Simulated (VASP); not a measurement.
**ZnSe: single point with PBE**

ZnSe:

```
Zn Se
1.0
     0.00000    2.62593    3.41371
     2.62593    0.00000    3.41371
     2.62593    2.62593    0.00000
Zn Se
1 1
Direct
  0.00000 0.00000 0.00000
  0.75000 0.75000 0.75000
```

This cell differs from its parent crystal: ratio of the length along z to the lengths across it x 1.3, volume and fractional coordinates fixed.

- Program: VASP 6.6.1
- Task: single point
- Functional: PBE
- Potentials or basis: VASP PAW PBE potentials, release 64 (Zn, Se)
- Cutoff: 520 eV
- k mesh: 10 × 10 × 10
- Occupations: gaussian, width 0.05 eV
- Spin: no spin polarisation

The pressure is -0.6 GPa. The band gap on the k mesh is 0.23 eV, indirect (least direct gap 0.23 eV).

Stress tensor (GPa, compression positive):
```
 3.93  0.00  0.00
 0.00  3.93  0.00
 0.00  0.00 -9.68
```

Levels at points of the mesh, in eV from the valence-band top:
| k point | band 7 | band 8 | band 9 | band 10 | band 11 | band 12 |
| --- | --- | --- | --- | --- | --- | --- |
| (0.00, 0.00, 0.00) | -1.45 | -0.01 | -0.01 | 0.22 | 5.72 | 5.72 |
| (0.50, 0.00, 0.00) | -5.26 | -2.03 | -0.32 | 1.29 | 6.04 | 7.13 |
| (0.50, 0.50, 0.00) | -5.91 | -1.40 | -1.40 | 3.63 | 4.56 | 8.23 |
| (0.50, 0.00, 0.50) | -4.40 | -2.92 | -2.52 | 2.31 | 2.34 | 8.21 |

It took 74 s on 1 thread of Intel(R) Xeon(R) Platinum 8259CL CPU @ 2.50GHz (Skylake/Cascade Lake), with other jobs on the host, peak memory 0.23 GiB.
